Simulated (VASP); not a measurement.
# LiBr (Fm-3m) in VASP: a series of runs

The runs below take LiBr through single point, with PBE.

All numbers are computed with VASP 6.6.1; they aren't measurements. Logs are shortened: lines on timing, memory, paths and dates and some standing lists are left out, and cuts for length are marked.

## 1. The cell of the first run

The structure is cubic, space group Fm-3m (No. 225). The conventional cell has a = 5.436 Å, b = 5.436 Å, c = 5.436 Å, α = 90.00°, β = 90.00°, γ = 90.00°. Within 3.6 Å of Li (site symmetry m-3m) lie 6 Br at 2.72 Å. Br (site symmetry m-3m) has 6 Li at 2.72 Å within 3.6 Å.

## 2. Single point, PBE (20.08 Å³/atom)

Input file INCAR:

```
ALGO = Normal
EDIFF = 1E-6
ENCUT = 750
GGA = PE
GGA_COMPAT = F
ISIF = 2
ISMEAR = 0
LASPH = T
LCHARG = F
LREAL = F
LWAVE = F
NBANDS = 12
NELM = 120
PREC = Accurate
SIGMA = 0.05
```

Input file KPOINTS:

```
k-points
0
Gamma
  10 10 10
```

Input file POSCAR:

```
LiBr
1.0
    0.0000000000      2.7182372416      2.7182372416
    2.7182372416      0.0000000000      2.7182372416
    2.7182372416      2.7182372416      0.0000000000
Li Br
1 1
Direct
    0.0000000000      0.0000000000      0.0000000000
    0.5000000000      0.5000000000      0.5000000000
```

Potentials or basis: VASP PAW PBE potentials, release 64 (Li_sv, Br).

Launch:

```sh
> cat potpaw_PBE.64/Li_sv/POTCAR potpaw_PBE.64/Br/POTCAR > POTCAR
> mpirun -np 1 vasp_std > vasp.out
```

OUTCAR:

```text
EDIFF = 1E-6
   ENCUT = 750
   GGA = PE
   ISIF = 2
   ISMEAR = 0
   LASPH = T
   LREAL = F
   NELM = 120
   PREC = Accurate

 ion  position               nearest neighbor table
   1  0.000  0.000  0.000-
   2  0.500  0.500  0.500-

  LATTYP: Found a face centered cubic cell.
 ALAT       =     5.4364744832

  Lattice vectors:

 A1 = (   0.0000000000,   2.7182372416,   2.7182372416)
 A2 = (   2.7182372416,   0.0000000000,   2.7182372416)
 A3 = (   2.7182372416,   2.7182372416,   0.0000000000)

Analysis of symmetry for initial positions (statically):
=====================================================================
 Subroutine PRICEL returns:
 Original cell was already a primitive cell.

 Routine SETGRP: Setting up the symmetry group for a
 face centered cubic supercell.

 Subroutine GETGRP returns: Found 48 space group operations
 (whereof 48 operations were pure point group operations)
 out of a pool of 48 trial point group operations.

The static configuration has the point symmetry O_h .

Analysis of symmetry for dynamics (positions and initial velocities):
=====================================================================
 Subroutine PRICEL returns:
 Original cell was already a primitive cell.

 Routine SETGRP: Setting up the symmetry group for a
 face centered cubic supercell.

 Subroutine GETGRP returns: Found 48 space group operations
 (whereof 48 operations were pure point group operations)
 out of a pool of 48 trial point group operations.

The dynamic configuration has the point symmetry O_h .

 Subroutine INISYM returns: Found 48 space group operations
 (whereof 48 operations are pure point group operations),
 and found     1 'primitive' translations

----------------------------------------------------------------------------------------

                                     Primitive cell

  volume of cell :      40.1691

  direct lattice vectors                    reciprocal lattice vectors
     0.000000000  2.718237242  2.718237242    -0.183942738  0.183942738  0.183942738
     2.718237242  0.000000000  2.718237242     0.183942738 -0.183942738  0.183942738
     2.718237242  2.718237242  0.000000000     0.183942738  0.183942738 -0.183942738

  length of vectors
     3.844167973  3.844167973  3.844167973     0.318598167  0.318598167  0.318598167

  position of ions in fractional coordinates (direct lattice)
     0.000000000  0.000000000  0.000000000
     0.500000000  0.500000000  0.500000000

  ion indices of the primitive-cell ions
   primitive index   ion index
                 1           1
                 2           2

----------------------------------------------------------------------------------------

 KPOINTS: k-points

Automatic generation of k-mesh.
 Grid dimensions read from file:
 generate k-points for:   10   10   10

 Generating k-lattice:

  Cartesian coordinates                     Fractional coordinates (reciprocal lattice)
    -0.018394274  0.018394274  0.018394274     0.100000000  0.000000000  0.000000000
     0.018394274 -0.018394274  0.018394274     0.000000000  0.100000000  0.000000000
     0.018394274  0.018394274 -0.018394274     0.000000000  0.000000000  0.100000000

  Length of vectors
     0.031859817  0.031859817  0.031859817

  Shift w.r.t. Gamma in fractional coordinates (k-lattice)
     0.000000000  0.000000000  0.000000000

 Subroutine IBZKPT returns following result:
 ===========================================

 Found     47 irreducible k-points:

 Following reciprocal coordinates:
            Coordinates               Weight
  0.000000  0.000000  0.000000      1.000000
  0.100000  0.000000  0.000000      8.000000
  0.200000  0.000000  0.000000      8.000000
  0.300000  0.000000  0.000000      8.000000
  0.400000  0.000000  0.000000      8.000000
  0.500000  0.000000  0.000000      4.000000
[... 16 lines left out ...]
  0.300000  0.300000  0.000000      6.000000
  0.400000  0.300000  0.000000     24.000000
 [... further k-points ...]
   k-points           NKPTS =     47   k-points in BZ     NKDIM =     47   number of bands    NBANDS=     12
   number of dos      NEDOS =    301   number of ions     NIONS =      2
   total plane-waves  NPLWV =  46656
   dimension x,y,z NGX =    36 NGY =   36 NGZ =   36
   dimension x,y,z NGXF=    72 NGYF=   72 NGZF=   72
   ions per type =               1   1
   NGX,Y,Z   is equivalent  to a cutoff of  15.57, 15.57, 15.57 a.u.
   NGXF,Y,Z  is equivalent  to a cutoff of  31.14, 31.14, 31.14 a.u.
 SYSTEM =  unknown system
   PREC   = accura    normal or accurate (medium, high low for compatibility)
   ISTART =      0    job   : 0-new  1-cont  2-samecut
   ICHARG =      2    charge: 1-file 2-atom 10-const
   ISPIN  =      1    spin polarized calculation?
   LNONCOLLINEAR =      F non collinear calculations
   LSORBIT =      F    spin-orbit coupling
   LASPH  =      T    aspherical Exc in radial PAW
   ENCUT  =  750.0 eV  55.12 Ry    7.42 a.u.   8.58  8.58  8.58*2*pi/ulx,y,z
   NELM   =    120;   NELMIN=  2; NELMDL= -5     # of ELM steps
   EDIFF  = 0.1E-05   stopping-criterion for ELM
   LREAL  =      F    real-space projection
   EDIFFG = 0.1E-04   stopping-criterion for IOM
   NSW    =      0    number of steps for IOM
   IBRION =     -1    ionic relax: 0-MD 1-quasi-New 2-CG
   NFREE  =      0    steps in history (QN), initial steepest desc. (CG)
   ISIF   =      2    stress and relaxation
   ISYM   =      2    0-nonsym 1-usesym 2-fastsym
   POTIM  = 0.5000    time-step for ionic-motion
   TEBEG  =    0.0;   TEEND  =   0.0 temperature during run
   PSTRESS=    0.0 pullay stress
   NELECT =      10.0000    total number of electrons
   NUPDOWN=      -1.0000    fix difference up-down
   EMIN   =  10.00;   EMAX   =-10.00  energy-range for DOS
   EFERMI =   0.00;   METHOD = LEGACY
   ISMEAR =     0;   SIGMA  =   0.05  broadening in eV -4-tet -1-fermi 0-gaus
   EFERMI_NEDOS =   21; number of points for ismear=-14 and -15
   IALGO  =     38    algorithm
   IMIX   =      4    mixing-type and parameters
     AMIX     =   0.40;   BMIX     =  1.00
     AMIX_MAG =   1.60;   BMIX_MAG =  1.00
  volume/ion in A,a.u.               =      20.08       135.54
  Fermi-wavevector in a.u.,A,eV,Ry     =   1.029858  1.946150 14.430450  1.060608
  Thomas-Fermi vector in A             =   2.163927
   LORBIT       =      0    0 simple, 1 ext, 2 COOP (PROOUT), +10 PAW based schemes
   GGA     = PE    functional components
   LHFCALC =     F    Hartree Fock is set to
   AEXX    =    0.0000 exact exchange contribution
   IVDW    =     0    specifies the selected vdW correction
   LEPSILON=     F    determine dielectric tensor
   LRPA    =     F    only Hartree local field effects (RPA)
 non-spin polarized calculation
 Gauss-broadening in eV      SIGMA  =   0.05
  energy-cutoff  :      750.00
  volume of cell :       40.17
 maximum number of plane-waves:      1895
 NGX is ok and might be reduce to    36
   NGX = 17   NGY = 17   NGZ = 17

 number of electron      10.0000001 magnetization

 Free energy of the ion-electron system (eV)
  ---------------------------------------------------
  ext. energy  EPLUGINS =         0.00000000
  ---------------------------------------------------
  free energy    TOTEN  =        -6.63592192 eV

  energy without entropy =       -6.63592192  energy(sigma->0) =       -6.63592192

 E-fermi :   0.8213     XC(G=0):  -8.5742

 val. band max:        0.5688074380   @ k =  -0.1000   0.1000   0.0000
 cond. band min:       5.6649600484   @ k =   0.0000   0.0000   0.0000
 fundamental gap:      5.0961526104
 Fermi energy:         0.8212647841

 k-point     1 :       0.0000    0.0000    0.0000
  band No.  band energies     occupation
      1     -43.7812      2.00000
      2     -12.9916      2.00000
      3       0.5644      2.00000
      4       0.5644      2.00000
      5       0.5644      2.00000
      6       5.6650      0.00000
      7      11.0918      0.00000
      8      11.0918      0.00000
      9      11.0918      0.00000
     10      12.9634      0.00000
     11      12.9634      0.00000
     12      12.9634      0.00000

 k-point     2 :       0.1000    0.0000    0.0000
  band No.  band energies     occupation
      1     -43.7811      2.00000
      2     -12.9470      2.00000
      3       0.1499      2.00000
      4       0.5348      2.00000
      5       0.5348      2.00000
      6       6.0368      0.00000
      7      10.5323      0.00000
      8      11.0666      0.00000
      9      11.0666      0.00000
     10      12.1039      0.00000
     11      12.1039      0.00000
     12      13.2478      0.00000

 k-point     3 :       0.2000    0.0000    0.0000
  band No.  band energies     occupation
      1     -43.7808      2.00000
      2     -12.8260      2.00000
      3      -0.7336      2.00000
      4       0.4606      2.00000
      5       0.4606      2.00000
      6       6.5733      0.00000
      7      10.1995      0.00000
      8      10.2555      0.00000
      9      10.2555      0.00000
     10      12.4686      0.00000
     11      12.4686      0.00000
     12      13.5546      0.00000

 k-point     4 :       0.3000    0.0000    0.0000
  band No.  band energies     occupation
      1     -43.7804      2.00000
      2     -12.6673      2.00000
      3      -1.6169      2.00000
      4       0.3750      2.00000
      5       0.3750      2.00000
      6       6.5640      0.00000
      7       9.4019      0.00000
      8       9.4019      0.00000
      9      10.9354      0.00000
     10      13.6439      0.00000
     11      13.6439      0.00000
     12      13.8831      0.00000

 k-point     5 :       0.4000    0.0000    0.0000
  band No.  band energies     occupation
      1     -43.7801      2.00000
      2     -12.5304      2.00000
      3      -2.2411      2.00000
      4       0.3102      2.00000
      5       0.3102      2.00000
      6       6.3181      0.00000
      7       8.8606      0.00000
      8       8.8606      0.00000
      9      12.1158      0.00000
     10      14.3198      0.00000
     11      15.2113      0.00000
     12      15.2113      0.00000
[... 228 lines left out ...]
      1     -43.7799      2.00000
      2     -12.4750      2.00000
      3      -1.8755      2.00000
      4      -0.8172      2.00000
      5       0.2597      2.00000
      6       7.4286      0.00000
      7       9.2860      0.00000
      8       9.3669      0.00000
      9      10.6861      0.00000
     10      13.6242      0.00000
     11      15.1987      0.00000
     12      16.2272      0.00000

 k-point    22 :      -0.2000    0.2000    0.0000
  band No.  band energies     occupation
      1     -43.7802      2.00000
      2     -12.6089      2.00000
      3      -1.4443      2.00000
      4      -0.5139      2.00000
      5       0.4365      2.00000
      6       7.4644      0.00000
      7       9.3792      0.00000
      8       9.5890      0.00000
      9      10.0179      0.00000
     10      12.5897      0.00000
     11      14.6352      0.00000
     12      16.0014      0.00000

 k-point    23 :       0.3000    0.3000    0.0000
  band No.  band energies     occupation
      1     -43.7801      2.00000
      2     -12.5445      2.00000
      3      -1.5440      2.00000
      4      -0.2717      2.00000
      5      -0.2717      2.00000
      6       7.6463      0.00000
      7       8.3641      0.00000
      8       9.6866      0.00000
      9      12.0861      0.00000
     10      12.0861      0.00000
     11      15.2460      0.00000
     12      17.1396      0.00000

 k-point    24 :       0.4000    0.3000    0.0000
  band No.  band energies     occupation
      1     -43.7799      2.00000
      2     -12.4292      2.00000
      3      -1.9343      2.00000
      4      -0.5244      2.00000
      5      -0.3820      2.00000
      6       7.4167      0.00000
      7       8.2931      0.00000
      8      10.2657      0.00000
      9      11.8822      0.00000
     10      12.7885      0.00000
     11      16.2991      0.00000
     12      17.9099      0.00000

 [... further k-points ...]

------------------------ aborting loop because EDIFF is reached ----------------------------------------

  FORCE on cell =-STRESS in cart. coord.  units (eV):
  Direction    XX          YY          ZZ          XY          YZ          ZX
  --------------------------------------------------------------------------------------
  -------------------------------------------------------------------------------------
  Total        0.2740310      0.2740310      0.2740310     -0.0000000      0.0000000      0.0000000
  in kB       10.9299496     10.9299496     10.9299496     -0.0000000      0.0000000      0.0000000
  external PRESSURE =      10.9299496 kB  Pullay stress =       0.0000000 kB

 VOLUME and BASIS-vectors are now :
 -----------------------------------------------------------------------------
  energy-cutoff  :      750.00
  volume of cell :       40.17
      direct lattice vectors                 reciprocal lattice vectors
     0.000000000  2.718237242  2.718237242    -0.183942738  0.183942738  0.183942738
     2.718237242  0.000000000  2.718237242     0.183942738 -0.183942738  0.183942738
     2.718237242  2.718237242  0.000000000     0.183942738  0.183942738 -0.183942738

 POSITION                                       TOTAL-FORCE (eV/Angst)
 -----------------------------------------------------------------------------------
      0.00000      0.00000      0.00000        -0.000000     -0.000000      0.000000
      2.71824      2.71824      2.71824         0.000000      0.000000     -0.000000
 -----------------------------------------------------------------------------------
    total drift:                                0.000000      0.000000      0.000000

  FREE ENERGIE OF THE ION-ELECTRON SYSTEM (eV)
  ---------------------------------------------------
  free  energy   TOTEN  =        -6.6359219205 eV

  energy  without entropy=       -6.6359219205  energy(sigma->0) =       -6.63592192
```

Run time: 44 s. Hardware: 1 thread of Intel Xeon 8259CL, shared host; peak memory 0.22 GiB.

What came out:

```yaml
Free_energy: -6.6359 eV
Pressure: 1.1 GPa
Band_gap_on_the_k_mesh: 5.10 eV
```

A k mesh can miss the band edges.

## 3. Single point, PBE (20.50 Å³/atom)

This run uses another cell than the first one, of 20.50 Å³/atom.

Input file INCAR:

```
SYSTEM = LiBr
PREC = Accurate
ENCUT = 750
EDIFF = 1E-6
ISMEAR = 0
SIGMA = 0.05
LREAL = .False.
LASPH = .True.
NELM = 120
ALGO = Normal
ISIF = 2
LWAVE = .False.
LCHARG = .False.
GGA = PE
NBANDS = 12
GGA_COMPAT = .False.
```

Input file KPOINTS:

```
Automatic mesh
0
Gamma
  10 10 10
  0 0 0
```

Input file POSCAR:

```
LiBr
1.0
    0.0000000000      2.7369842978      2.7369842978
    2.7369842978      0.0000000000      2.7369842978
    2.7369842978      2.7369842978      0.0000000000
Li Br
1 1
Direct
    0.0000000000      0.0000000000      0.0000000000
    0.5000000000      0.5000000000      0.5000000000
```

Potentials or basis: VASP PAW PBE potentials, release 64 (Li_sv, Br).

Launch:

```sh
> cat potpaw_PBE.64/Li_sv/POTCAR potpaw_PBE.64/Br/POTCAR > POTCAR
> mpirun -np 1 vasp_std > vasp.out
```

OUTCAR:

```text
SYSTEM = LiBr
   PREC = Accurate
   ENCUT = 750
   EDIFF = 1E-6
   ISMEAR = 0
   LREAL = .False.
   LASPH = .True.
   NELM = 120
   ISIF = 2
   GGA = PE

 ion  position               nearest neighbor table
   1  0.000  0.000  0.000-
   2  0.500  0.500  0.500-

  LATTYP: Found a face centered cubic cell.
 ALAT       =     5.4739685956

  Lattice vectors:

 A1 = (   0.0000000000,   2.7369842978,   2.7369842978)
[... 543 lines left out ...]

 [... further k-points ...]

------------------------ aborting loop because EDIFF is reached ----------------------------------------

  FORCE on cell =-STRESS in cart. coord.  units (eV):
  Direction    XX          YY          ZZ          XY          YZ          ZX
  --------------------------------------------------------------------------------------
  -------------------------------------------------------------------------------------
  Total        0.1256242      0.1256242      0.1256242      0.0000000     -0.0000000      0.0000000
  in kB        4.9083660      4.9083660      4.9083660      0.0000000     -0.0000000      0.0000000
  external PRESSURE =       4.9083660 kB  Pullay stress =       0.0000000 kB

 VOLUME and BASIS-vectors are now :
 -----------------------------------------------------------------------------
  energy-cutoff  :      750.00
  volume of cell :       41.01
      direct lattice vectors                 reciprocal lattice vectors
     0.000000000  2.736984298  2.736984298    -0.182682816  0.182682816  0.182682816
     2.736984298  0.000000000  2.736984298     0.182682816 -0.182682816  0.182682816
     2.736984298  2.736984298  0.000000000     0.182682816  0.182682816 -0.182682816

 POSITION                                       TOTAL-FORCE (eV/Angst)
 -----------------------------------------------------------------------------------
      0.00000      0.00000      0.00000         0.000000     -0.000000      0.000000
      2.73698      2.73698      2.73698         0.000000      0.000000     -0.000000
 -----------------------------------------------------------------------------------
    total drift:                                0.000000      0.000000      0.000000

  FREE ENERGIE OF THE ION-ELECTRON SYSTEM (eV)
  ---------------------------------------------------
  free  energy   TOTEN  =        -6.6402189742 eV

  energy  without entropy=       -6.6402189742  energy(sigma->0) =       -6.64021897
```

It took 43 s on 1 thread of Intel Xeon 8259CL, shared host; peak memory 0.22 GiB.

Results:

* Free energy: -6.6402 eV
* Pressure: 0.5 GPa
* Band gap on the k mesh: 5.00 eV

Levels at points of the mesh, in eV from the valence-band top:
```tsv
k point	band 3	band 4	band 5	band 6	band 7	band 8
(0.00, 0.00, 0.00)	0.00	0.00	0.00	5.00	10.51	10.51
(0.50, 0.00, 0.00)	-2.94	-0.27	-0.27	5.63	8.11	8.11
(0.50, 0.50, 0.00)	-2.95	-1.17	-1.17	6.26	7.09	11.74
```

## 4. Single point, PBE (20.92 Å³/atom)

This run uses another cell than the first one, of 20.92 Å³/atom.

Input file INCAR:

```
SYSTEM = LiBr
ALGO = Normal
EDIFF = 1E-6
ENCUT = 750
GGA = PE
GGA_COMPAT = .False.
ISIF = 2
ISMEAR = 0
LASPH = .True.
LCHARG = .False.
LREAL = .False.
LWAVE = .False.
NBANDS = 12
NELM = 120
PREC = Accurate
SIGMA = 0.05
```

Input file KPOINTS:

```
k-points
0
Gamma
  10 10 10
  0 0 0
```

Input file POSCAR:

```
LiBr
1.0
    0.0000000000      2.7554779959      2.7554779959
    2.7554779959      0.0000000000      2.7554779959
    2.7554779959      2.7554779959      0.0000000000
Li Br
1 1
Direct
    0.0000000000      0.0000000000      0.0000000000
    0.5000000000      0.5000000000      0.5000000000
```

Launch:

```sh
> cat potpaw_PBE.64/Li_sv/POTCAR potpaw_PBE.64/Br/POTCAR > POTCAR
> mpirun -np 1 vasp_std > vasp.out
```

Wall time 50 s (1 thread of Intel Xeon 8259CL, shared host); peak memory 0.22 GiB.

The run converged. Its results:

| Item | Value |
| --- | --- |
| Free energy | -6.6415 eV |
| Pressure | 0.0 GPa |
| Band gap on the k mesh | 4.92 eV |

Levels at points of the mesh, in eV from the valence-band top:
```csv
k point,band 2,band 3,band 4,band 5,band 6,band 7,band 8,band 9
"(0.00, 0.00, 0.00)",-13.42,0.00,0.00,0.00,4.92,10.49,10.49,10.49
"(0.50, 0.00, 0.00)",-12.95,-2.86,-0.26,-0.26,5.62,8.10,8.10,11.70
"(0.50, 0.50, 0.00)",-12.77,-2.86,-1.13,-1.13,6.24,7.12,11.58,12.40
```

A k mesh can miss the band edges.

## 5. The runs side by side

| cell | gap on the mesh (eV) | pressure (GPa) |
| --- | --- | --- |
| a = 3.844 Å, angles 60.0°, 2 atoms | 5.10 | 1.1 |
| a = 3.871 Å, angles 60.0°, 2 atoms | 5.00 | 0.5 |
| a = 3.897 Å, angles 60.0°, 2 atoms | 4.92 | 0.0 |

Alike in all rows: task single point; level PBE; potentials or basis VASP PAW PBE potentials, release 64 (Li_sv, Br); no spin polarisation; k mesh 10 × 10 × 10; cutoff (eV) 750; smearing gaussian 0.05 eV.

Total energies depend on the potentials used, so only differences within one code and one set of settings carry meaning.
